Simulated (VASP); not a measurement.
# Si2Mo (P6_2) in VASP: single point with PBEsol

Aim: the single point of Si2Mo with PBEsol.

Everything below comes from runs of VASP 6.6.1. Logs are shortened: lines on timing, memory, paths and dates and some standing lists are left out, and cuts for length are marked.

## (1) The cell of the first run

Symmetry: P6_2, No. 171, hexagonal system. Conventional cell: a = 4.574 Å, b = 4.574 Å, c = 6.567 Å, α = 90.00°, β = 90.00°, γ = 120.00°. Within 3.2 Å of Si (site symmetry 1) lie 5 Mo at 2.46 to 2.67 Å and 9 Si at 2.55 to 3.19 Å. Within 3.2 Å of Mo (site symmetry 2) lie 10 Si at 2.46 to 2.67 Å and 4 Mo at 3.17 Å.

## (2) Single point, PBEsol (all Si atoms moved +0.125 Å, as atom 1 along Cartesian [0 0 1])

The input, INCAR:

```
SYSTEM = Si2Mo
  ALGO = Normal
  EDIFF = 1E-7
  ENCUT = 520
  GGA = PS
  ISIF = 2
  ISMEAR = 0
  LASPH = .TRUE.
  LCHARG = .FALSE.
  LREAL = .FALSE.
  LWAVE = .FALSE.
  NBANDS = 43
  NELM = 100
  PREC = Accurate
  SIGMA = 0.15
```

The input, KPOINTS:

```
k-points
0
G
  12 12 6
  0 0 0
```

The input, POSCAR:

```
Si2Mo
1.0
    4.5744403909      0.0000000000      0.0000000000
   -2.2872201955      3.9615815866      0.0000000000
    0.0000000000      0.0000000000      6.5665572496
Si Mo
6 3
Direct
    0.1641680652      0.8358319348      0.8523691835
    0.3283361304      0.1641680652      0.1857025168
    0.8358319348      0.6716638696      0.5190358502
    0.8358319348      0.1641680652      0.8523691835
    0.6716638696      0.8358319348      0.1857025168
    0.1641680652      0.3283361304      0.5190358502
    0.5000000000      0.0000000000      0.5000000000
    0.0000000000      0.5000000000      0.1666666667
    0.5000000000      0.5000000000      0.8333333333
```

Potentials or basis: VASP PAW PBE potentials, release 64 (Si, Mo_sv).

The run is started by

```bash
> cat potpaw_PBE.64/Si/POTCAR potpaw_PBE.64/Mo_sv/POTCAR > POTCAR
> mpirun -np 1 vasp_std > vasp.out
```

OUTCAR:

```text
SYSTEM = Si2Mo
   EDIFF = 1E-7
   ENCUT = 520
   GGA = PS
   ISIF = 2
   ISMEAR = 0
   LASPH = .TRUE.
   LREAL = .FALSE.
   NELM = 100
   PREC = Accurate

 ion  position               nearest neighbor table
   1  0.164  0.836  0.852-   8 2.46   3 2.55   2 2.55   4 2.60   9 2.63   9 2.63   4 2.66   4 2.66
                             9 2.66   7 2.67   5 3.14   6 3.14
   2  0.328  0.164  0.186-   7 2.46   1 2.55   6 2.55   5 2.60   8 2.63   8 2.63   5 2.66   5 2.66
                             8 2.66   9 2.67   4 3.14   3 3.14
   3  0.836  0.672  0.519-   9 2.46   1 2.55   5 2.55   6 2.60   7 2.63   7 2.63   6 2.66   6 2.66
                             7 2.66   8 2.67   4 3.14   2 3.14
   4  0.836  0.164  0.852-   8 2.46   6 2.55   5 2.55   1 2.60   9 2.63   9 2.63   1 2.66   1 2.66
                             9 2.66   7 2.67   2 3.14   3 3.14
   5  0.672  0.836  0.186-   7 2.46   4 2.55   3 2.55   2 2.60   8 2.63   8 2.63   2 2.66   2 2.66
                             8 2.66   9 2.67   1 3.14   6 3.14
   6  0.164  0.328  0.519-   9 2.46   4 2.55   2 2.55   3 2.60   7 2.63   7 2.63   3 2.66   3 2.66
                             7 2.66   8 2.67   1 3.14   5 3.14
   7  0.500  0.000  0.500-   2 2.46   5 2.46   6 2.63   3 2.63   6 2.63   3 2.63   6 2.66   3 2.66
                             1 2.67   4 2.67   8 3.17   8 3.17   9 3.17   9 3.17
   8  0.000  0.500  0.167-   1 2.46   4 2.46   2 2.63   5 2.63   5 2.63   2 2.63   5 2.66   2 2.66
                             3 2.67   6 2.67   7 3.17   7 3.17   9 3.17   9 3.17
   9  0.500  0.500  0.833-   3 2.46   6 2.46   1 2.63   4 2.63   1 2.63   4 2.63   4 2.66   1 2.66
                             5 2.67   2 2.67   7 3.17   7 3.17   8 3.17   8 3.17

  LATTYP: Found a hexagonal cell.
 ALAT       =     4.5744403909
 C/A-ratio  =     1.4354886475

  Lattice vectors:

 A1 = (   4.5744403909,   0.0000000000,   0.0000000000)
 A2 = (  -2.2872201955,   3.9615815866,   0.0000000000)
 A3 = (   0.0000000000,   0.0000000000,   6.5665572496)

Analysis of symmetry for initial positions (statically):
=====================================================================
 Subroutine PRICEL returns:
 Original cell was already a primitive cell.

 Routine SETGRP: Setting up the symmetry group for a
 hexagonal supercell.

 Subroutine GETGRP returns: Found  6 space group operations
 (whereof  2 operations were pure point group operations)
 out of a pool of 24 trial point group operations.

The static configuration has the point symmetry C_2 .
 The point group associated with its full space group is C_6 .

Analysis of symmetry for dynamics (positions and initial velocities):
=====================================================================
 Subroutine PRICEL returns:
 Original cell was already a primitive cell.

 Routine SETGRP: Setting up the symmetry group for a
 hexagonal supercell.

 Subroutine GETGRP returns: Found  6 space group operations
 (whereof  2 operations were pure point group operations)
 out of a pool of 24 trial point group operations.

The dynamic configuration has the point symmetry C_2 .
 The point group associated with its full space group is C_6 .

 Subroutine INISYM returns: Found  6 space group operations
 (whereof  2 operations are pure point group operations),
 and found     1 'primitive' translations

----------------------------------------------------------------------------------------

                                     Primitive cell

  volume of cell :     118.9993

  direct lattice vectors                    reciprocal lattice vectors
     4.574440391  0.000000000  0.000000000     0.218605975  0.126212218  0.000000000
    -2.287220196  3.961581587  0.000000000     0.000000000  0.252424437  0.000000000
     0.000000000  0.000000000  6.566557250     0.000000000  0.000000000  0.152286801

  length of vectors
     4.574440391  4.574440391  6.566557250     0.252424437  0.252424437  0.152286801

  position of ions in fractional coordinates (direct lattice)
     0.164168065  0.835831935  0.852369184
     0.328336130  0.164168065  0.185702517
     0.835831935  0.671663870  0.519035850
     0.835831935  0.164168065  0.852369184
     0.671663870  0.835831935  0.185702517
     0.164168065  0.328336130  0.519035850
     0.500000000  0.000000000  0.500000000
     0.000000000  0.500000000  0.166666667
     0.500000000  0.500000000  0.833333333

  ion indices of the primitive-cell ions
   primitive index   ion index
                 1           1
                 2           2
                 3           3
                 4           4
                 5           5
                 6           6
                 7           7
                 8           8
                 9           9

----------------------------------------------------------------------------------------

 KPOINTS: k-points

Automatic generation of k-mesh.
 Grid dimensions read from file:
 generate k-points for:   12   12    6

 Generating k-lattice:

  Cartesian coordinates                     Fractional coordinates (reciprocal lattice)
     0.018217165  0.010517685  0.000000000     0.083333333 -0.000000000  0.000000000
     0.000000000  0.021035370  0.000000000     0.000000000  0.083333333  0.000000000
     0.000000000  0.000000000  0.025381134     0.000000000  0.000000000  0.166666667

  Length of vectors
     0.021035370  0.021035370  0.025381134

  Shift w.r.t. Gamma in fractional coordinates (k-lattice)
     0.000000000  0.000000000  0.000000000

 Subroutine IBZKPT returns following result:
 ===========================================

 Found    104 irreducible k-points:

 Following reciprocal coordinates:
            Coordinates               Weight
  0.000000  0.000000  0.000000      1.000000
  0.083333  0.000000  0.000000      6.000000
  0.166667 -0.000000  0.000000      6.000000
  0.250000  0.000000  0.000000      6.000000
  0.333333  0.000000  0.000000      6.000000
  0.416667 -0.000000  0.000000      6.000000
[... 16 lines left out ...]
  0.250000  0.250000  0.000000      6.000000
  0.333333  0.250000  0.000000      6.000000
 [... further k-points ...]
   k-points           NKPTS =    104   k-points in BZ     NKDIM =    104   number of bands    NBANDS=     43
   number of dos      NEDOS =    301   number of ions     NIONS =      9
   total plane-waves  NPLWV =  64800
   dimension x,y,z NGX =    36 NGY =   36 NGZ =   50
   dimension x,y,z NGXF=    72 NGYF=   72 NGZF=  100
   ions per type =               6   3
   NGX,Y,Z   is equivalent  to a cutoff of  13.08, 13.08, 12.66 a.u.
   NGXF,Y,Z  is equivalent  to a cutoff of  26.17, 26.17, 25.32 a.u.
 SYSTEM =  Si2Mo
   PREC   = accura    normal or accurate (medium, high low for compatibility)
   ISTART =      0    job   : 0-new  1-cont  2-samecut
   ICHARG =      2    charge: 1-file 2-atom 10-const
   ISPIN  =      1    spin polarized calculation?
   LNONCOLLINEAR =      F non collinear calculations
   LSORBIT =      F    spin-orbit coupling
   LASPH  =      T    aspherical Exc in radial PAW
   ENCUT  =  520.0 eV  38.22 Ry    6.18 a.u.   8.51  8.51 12.21*2*pi/ulx,y,z
   NELM   =    100;   NELMIN=  2; NELMDL= -5     # of ELM steps
   EDIFF  = 0.1E-06   stopping-criterion for ELM
   LREAL  =      F    real-space projection
   EDIFFG = 0.1E-05   stopping-criterion for IOM
   NSW    =      0    number of steps for IOM
   IBRION =     -1    ionic relax: 0-MD 1-quasi-New 2-CG
   NFREE  =      0    steps in history (QN), initial steepest desc. (CG)
   ISIF   =      2    stress and relaxation
   ISYM   =      2    0-nonsym 1-usesym 2-fastsym
   POTIM  = 0.5000    time-step for ionic-motion
   TEBEG  =    0.0;   TEEND  =   0.0 temperature during run
   PSTRESS=    0.0 pullay stress
   NELECT =      66.0000    total number of electrons
   NUPDOWN=      -1.0000    fix difference up-down
   EMIN   =  10.00;   EMAX   =-10.00  energy-range for DOS
   EFERMI =   0.00;   METHOD = LEGACY
   ISMEAR =     0;   SIGMA  =   0.15  broadening in eV -4-tet -1-fermi 0-gaus
   EFERMI_NEDOS =   21; number of points for ismear=-14 and -15
   IALGO  =     38    algorithm
   IMIX   =      4    mixing-type and parameters
     AMIX     =   0.40;   BMIX     =  1.00
     AMIX_MAG =   1.60;   BMIX_MAG =  1.00
  volume/ion in A,a.u.               =      13.22        89.23
  Fermi-wavevector in a.u.,A,eV,Ry     =   1.345059  2.541793 24.615443  1.809184
  Thomas-Fermi vector in A             =   2.473003
   LORBIT       =      0    0 simple, 1 ext, 2 COOP (PROOUT), +10 PAW based schemes
   GGA     = PS    functional components
   LHFCALC =     F    Hartree Fock is set to
   AEXX    =    0.0000 exact exchange contribution
   IVDW    =     0    specifies the selected vdW correction
   LEPSILON=     F    determine dielectric tensor
   LRPA    =     F    only Hartree local field effects (RPA)
 non-spin polarized calculation
 Gauss-broadening in eV      SIGMA  =   0.15
  energy-cutoff  :      520.00
  volume of cell :      119.00
 maximum number of plane-waves:      3236
 NGX is ok and might be reduce to    36
   NGX = 17   NGY = 17   NGZ = 25

 number of electron      65.9999995 magnetization

 Free energy of the ion-electron system (eV)
  ---------------------------------------------------
  ext. energy  EPLUGINS =         0.00000000
  ---------------------------------------------------
  free energy    TOTEN  =       -74.69814742 eV

  energy without entropy =      -74.69629798  energy(sigma->0) =      -74.69722270

 E-fermi :  12.9614     XC(G=0): -12.5718

 val. band max:       12.9246433324   @ k =   0.5000   0.0000   0.5000
 cond. band min:      12.9849844808   @ k =   0.5000   0.0000   0.0000
 fundamental gap:      0.0603411484
 Fermi energy:        12.9613728060

 k-point     1 :       0.0000    0.0000    0.0000
  band No.  band energies     occupation
      1     -48.1005      2.00000
      2     -48.0687      2.00000
      3     -48.0687      2.00000
      4     -22.3881      2.00000
      5     -22.3881      2.00000
      6     -22.3846      2.00000
[... 35 lines left out ...]
     42      15.9043      0.00000
     43      16.4523      0.00000

 k-point     2 :       0.0833    0.0000    0.0000
  band No.  band energies     occupation
      1     -48.1000      2.00000
      2     -48.0692      2.00000
      3     -48.0687      2.00000
      4     -22.4025      2.00000
      5     -22.3918      2.00000
      6     -22.3760      2.00000
[... 35 lines left out ...]
     42      15.9924      0.00000
     43      16.2634      0.00000

 k-point     3 :       0.1667   -0.0000    0.0000
  band No.  band energies     occupation
      1     -48.0985      2.00000
      2     -48.0705      2.00000
      3     -48.0687      2.00000
      4     -22.4175      2.00000
      5     -22.3995      2.00000
      6     -22.3764      2.00000
[... 35 lines left out ...]
     42      16.0012      0.00000
     43      16.6379      0.00000

 k-point     4 :       0.2500    0.0000    0.0000
  band No.  band energies     occupation
      1     -48.0963      2.00000
      2     -48.0726      2.00000
      3     -48.0686      2.00000
      4     -22.4301      2.00000
      5     -22.4078      2.00000
      6     -22.3782      2.00000
[... 863 lines left out ...]
     42      16.1413      0.00000
     43      16.4990      0.00000

 k-point    23 :       0.2500    0.2500    0.0000
  band No.  band energies     occupation
      1     -48.0895      2.00000
      2     -48.0790      2.00000
      3     -48.0686      2.00000
      4     -22.4462      2.00000
      5     -22.4119      2.00000
      6     -22.3902      2.00000
[... 35 lines left out ...]
     42      16.2946      0.00000
     43      16.6861      0.00000

 k-point    24 :       0.3333    0.2500    0.0000
  band No.  band energies     occupation
      1     -48.0869      2.00000
      2     -48.0815      2.00000
      3     -48.0686      2.00000
      4     -22.4482      2.00000
      5     -22.4104      2.00000
      6     -22.3949      2.00000
[... 35 lines left out ...]
     42      16.1149      0.00000
     43      16.6785      0.00000

 [... further k-points ...]

------------------------ aborting loop because EDIFF is reached ----------------------------------------

  FORCE on cell =-STRESS in cart. coord.  units (eV):
  Direction    XX          YY          ZZ          XY          YZ          ZX
  --------------------------------------------------------------------------------------
  -------------------------------------------------------------------------------------
  Total        0.5752558      0.5752558      2.5940453      0.0000000      0.0000000      0.0000000
  in kB        7.7451038      7.7451038     34.9255959      0.0000003      0.0000000      0.0000000
  external PRESSURE =      16.8052679 kB  Pullay stress =       0.0000000 kB

 VOLUME and BASIS-vectors are now :
 -----------------------------------------------------------------------------
  energy-cutoff  :      520.00
  volume of cell :      119.00
      direct lattice vectors                 reciprocal lattice vectors
     4.574440391  0.000000000  0.000000000     0.218605975  0.126212218  0.000000000
    -2.287220196  3.961581587  0.000000000     0.000000000  0.252424437  0.000000000
     0.000000000  0.000000000  6.566557250     0.000000000  0.000000000  0.152286801

 POSITION                                       TOTAL-FORCE (eV/Angst)
 -----------------------------------------------------------------------------------
     -1.16075      3.31122      5.59713         0.134196      0.347870     -0.786762
      1.12647      0.65037      1.21943        -0.234166      0.290152     -0.786762
      2.28722      2.66085      3.40828         0.368362      0.057718     -0.786762
      3.44797      0.65037      5.59713        -0.134196     -0.347870     -0.786762
      1.16075      3.31122      1.21943         0.234166     -0.290152     -0.786762
     -0.00000      1.30073      3.40828        -0.368362     -0.057718     -0.786762
      2.28722      0.00000      3.28328         0.000000      0.000000      1.573524
     -1.14361      1.98079      1.09443         0.000000      0.000000      1.573524
      1.14361      1.98079      5.47213        -0.000000      0.000000      1.573524
 -----------------------------------------------------------------------------------
    total drift:                               -0.000000     -0.000000      0.000188

  FREE ENERGIE OF THE ION-ELECTRON SYSTEM (eV)
  ---------------------------------------------------
  free  energy   TOTEN  =       -74.6981474199 eV

  energy  without entropy=      -74.6962979840  energy(sigma->0) =      -74.69722270
```

It took 4.8 min on 1 thread of Intel Xeon Platinum 8488C (Sapphire Rapids), shared host; peak memory 0.51 GiB.

Results:

```
Free energy            : -74.6981 eV
Pressure               : 1.7 GPa
Largest force          : 1.574 eV/Å
Band gap on the k mesh : 0.06 eV (least direct gap 0.53 eV)
```

Forces on the atoms (eV/Å):
```
Si   0.134  0.348 -0.787
Si  -0.234  0.290 -0.787
Si   0.368  0.058 -0.787
Si  -0.134 -0.348 -0.787
Si   0.234 -0.290 -0.787
Si  -0.368 -0.058 -0.787
Mo   0.000  0.000  1.574
Mo   0.000  0.000  1.574
Mo   0.000  0.000  1.574
```

Levels at points of the mesh, in eV from the valence-band top:
```tsv
k point	band 30	band 31	band 32	band 33	band 34	band 35	band 36	band 37
(0.00, 0.00, 0.00)	-3.05	-2.74	-2.12	-0.86	2.02	2.35	2.35	2.42
(0.50, 0.00, 0.00)	-2.15	-1.65	-1.09	-0.68	0.06	0.70	0.77	1.43
(0.00, 0.00, 0.50)	-2.33	-2.07	-0.76	-0.76	1.83	2.15	2.28	2.28
(0.50, 0.00, 0.50)	-2.62	-1.98	-1.29	0.00	0.53	1.10	1.33	1.33
```

Caveat: the cell differs from its parent crystal (all Si atoms moved +0.125 Å, as atom 1 along Cartesian [0 0 1]); the PAW data sets were made with another functional, which shifts forces and pressure a little. A k mesh can miss the band edges.
